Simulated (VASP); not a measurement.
Input of a VASP 6.6.1 run:

File INCAR:

```
SYSTEM = Al2Ru
PREC = Accurate ; ENCUT = 600
EDIFF = 1E-7 ; ISMEAR = 0
SIGMA = 0.1 ; LREAL = .FALSE.
LASPH = .TRUE. ; NELM = 100
ALGO = Normal ; ISIF = 3
LWAVE = .FALSE. ; LCHARG = .FALSE.
GGA = PS ; IBRION = 2
NSW = 100 ; EDIFFG = -0.005
```

The input KPOINTS:

```
Automatic mesh
0
G
  18 18 18
  0 0 0
```

Contents of POSCAR:

```
Al2Ru
1.0
   -1.5604216200      1.5604216200      4.2218055900
    1.5604216200     -1.5604216200      4.2218055900
    1.5604216200      1.5604216200     -4.2218055900
Al Ru
2 1
Direct
    0.6592021900      0.6592021900      0.0000000000
    0.3407978100      0.3407978100      0.0000000000
    0.0000000000      0.0000000000      0.0000000000
```

Potentials or basis: VASP PAW PBE potentials, release 64 (Al, Ru_pv).

Run with:

```sh
$ cat potpaw_PBE.64/Al/POTCAR potpaw_PBE.64/Ru_pv/POTCAR > POTCAR
$ mpirun -np 1 vasp_std > vasp.out
```

(1) Estimate the space group after relaxing (to 0.05 Å).

(2) Estimate the band gap on the k mesh.

(3) Estimate the relaxed volume.

(4) What does it give for the relaxed cell?

Results:

(1) I4/mmm (No. 139).

(2) zero (band 10 reaches 10.73 eV, above the bottom of band 11 at 10.54 eV).

(3) 13.68 Å³/atom.

(4) a = 4.756 Å, b = 4.756 Å, c = 4.756 Å, α = 141.69°, β = 141.69°, γ = 55.30°.

Caveat: the PAW data sets were made with another functional, which shifts forces and pressure a little.
